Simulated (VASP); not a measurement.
Wanted: the native input for a VASP 6.6.1 run.

```yaml
Task: single point
Functional: r2SCAN
Potentials_or_basis: VASP PAW PBE potentials, release 64 (B)
Cutoff: 520 eV
k_mesh: 6 × 6 × 6
Occupations: gaussian, width 0.05 eV
Spin: no spin polarisation
Dipole_correction: no
Further_INCAR_settings: ALGO = Normal; EDIFF = 1e-06; NBANDS = 30
```

The system is B.

```
CELL_PARAMETERS angstrom
2.45149 1.41537 4.17562
-2.45149 1.41537 4.17562
0.00000 -2.83074 4.17562
ATOMIC_POSITIONS crystal
B 0.00981 0.65448 0.00981
B 0.00981 0.00981 0.65448
B 0.65448 0.00981 0.00981
B 0.99019 0.34552 0.99019
B 0.99019 0.99019 0.34552
B 0.34552 0.99019 0.99019
B 0.22037 0.63193 0.22037
B 0.22037 0.22037 0.63193
B 0.63193 0.22037 0.22037
B 0.77963 0.36807 0.77963
B 0.77963 0.77963 0.36807
B 0.36807 0.77963 0.77963
```

The input as run:

POSCAR

```
B
1.0
    2.4514900414      1.4153684353      4.1756207543
   -2.4514900414      1.4153684353      4.1756207543
    0.0000000000     -2.8307368706      4.1756207543
B
12
Direct
    0.0098148953      0.6544760235      0.0098148953
    0.0098148953      0.0098148953      0.6544760235
    0.6544760235      0.0098148953      0.0098148953
    0.9901851047      0.3455239765      0.9901851047
    0.9901851047      0.9901851047      0.3455239765
    0.3455239765      0.9901851047      0.9901851047
    0.2203741745      0.6319254152      0.2203741745
    0.2203741745      0.2203741745      0.6319254152
    0.6319254152      0.2203741745      0.2203741745
    0.7796258255      0.3680745848      0.7796258255
    0.7796258255      0.7796258255      0.3680745848
    0.3680745848      0.7796258255      0.7796258255
```

INCAR.step1

```
PREC     = Accurate       # precision mode
ENCUT    = 520            # plane-wave cutoff, eV
ISMEAR   = 0              # smearing method
SIGMA    = 0.05           # smearing width, eV
LREAL    = False          # projectors in reciprocal space
LASPH    = True           # aspherical terms in the spheres
NELM     = 100            # most SCF steps
NBANDS   = 30             # bands
GGA      = PE             # functional
ALGO     = Normal         # electronic algorithm
EDIFF    = 1E-4           # SCF threshold, eV
LWAVE    = True           # write WAVECAR
LCHARG   = False          # write CHGCAR
```

INCAR.step2

```
PREC     = Accurate       # precision mode
ENCUT    = 520            # plane-wave cutoff, eV
EDIFF    = 1E-6           # SCF threshold, eV
ISMEAR   = 0              # smearing method
SIGMA    = 0.05           # smearing width, eV
LREAL    = False          # projectors in reciprocal space
LASPH    = True           # aspherical terms in the spheres
NELM     = 100            # most SCF steps
ALGO     = Normal         # electronic algorithm
ISIF     = 2              # what is computed and relaxed
LWAVE    = False          # write WAVECAR
LCHARG   = False          # write CHGCAR
METAGGA  = R2SCAN         # meta-GGA
LMIXTAU  = True         
NBANDS   = 30             # bands
ISTART   = 1
```

KPOINTS

```
Automatic mesh
0
Gamma
  6 6 6
```

Potentials or basis: VASP PAW PBE potentials, release 64 (B).

Run with:

```console
$ cat potpaw_PBE.64/B/POTCAR > POTCAR
$ cp INCAR.step1 INCAR
$ mpirun -np 1 vasp_std > vasp.out
$ cp INCAR.step2 INCAR
$ mpirun -np 1 vasp_std > vasp.out
```

Results of the run:

```json
{"Pressure": "-0.4 GPa", "Largest force": "0.025 eV/Å", "Band gap on the k mesh": "1.65 eV (least direct gap 2.07 eV)"}
```

Caveat: the PAW data sets were made with another functional, which shifts forces and pressure a little.

It took 9.7 min on 1 thread of Intel Xeon 8259CL (shared host), peak memory 0.27 GiB.
